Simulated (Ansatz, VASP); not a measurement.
## One calculation of Ni, two programs

INCAR

```
SYSTEM = Ni
ALGO = Normal ; EDIFF = 1E-6
EDIFFG = -0.02 ; ENCUT = 600
GGA = PE ; IBRION = 2
ISIF = 3 ; ISMEAR = -1
ISPIN = 2 ; LASPH = .True.
LCHARG = .False. ; LMAXMIX = 4
LORBIT = 11 ; LREAL = .False.
LWAVE = .False. ; MAGMOM = 1
NELM = 150 ; NSW = 80
PREC = Accurate ; SIGMA = 0.05
```

Contents of KPOINTS:

```
k-points
0
Gamma
  13 13 13
  0 0 0
```

File POSCAR:

```
Ni
1.0
    0.0000000000      1.7375729330      1.7375729330
    1.7375729330      0.0000000000      1.7375729330
    1.7375729330      1.7375729330      0.0000000000
Ni
1
Direct
    0.0000000000      0.0000000000      0.0000000000
```

The input input.yaml:

```yaml
crystal:
  lattice:
    - [0.0, 1.737572933, 1.737572933]
    - [1.737572933, 0.0, 1.737572933]
    - [1.737572933, 1.737572933, 0.0]
  atoms:
    - { symbol: Ni, position: [0.0, 0.0, 0.0], spin: 1.0 }
kpoints:
  mp_grid: { grid: [13, 13, 13] }
scf:
  occupations: { method: fermi_dirac, width: 0.05 }
hamiltonian:
  xc: pbe
  pseudopotentials: { kind: all_electron, lapw: { basis_error: 0.001 } }
magnetization:
  spin_polarized: true
output:
  forces: true
  stress: true
relax:
  f_tol: 0.02
  max_steps: 60
  cell: {}
```

Alike in both runs: task relaxation of cell and atoms; functional PBE; k mesh 13 × 13 × 13; occupations fermi-dirac, width 0.05 eV; collinear spin.

|  | VASP | Ansatz |
| --- | --- | --- |
| version | VASP 6.6.1 | Ansatz 0.2.0 |
| potentials or method | VASP PAW PBE potentials, release 64 (Ni), cutoff 600 eV | all-electron LAPW, scalar-relativistic |

Ansatz gave:

```
net moment per atom (μB)                                      : 0.63
size of the moment on the site where the two differ most (μB) : 0.66
relaxed volume (Å³/atom)                                      : 10.89
relaxed cell length with the largest relative difference (Å)  : 2.488
```

Problem. What did VASP give for the same quantities?

Solution. net moment per atom (μB): 0.63; size of the moment on the site where the two differ most (μB): 0.64; relaxed volume (Å³/atom): 10.88; relaxed cell length with the largest relative difference (Å): 2.487.

Site moments also hang on the region over which each program counts them. Ansatz ran all-electron here, and VASP with PAW potentials.
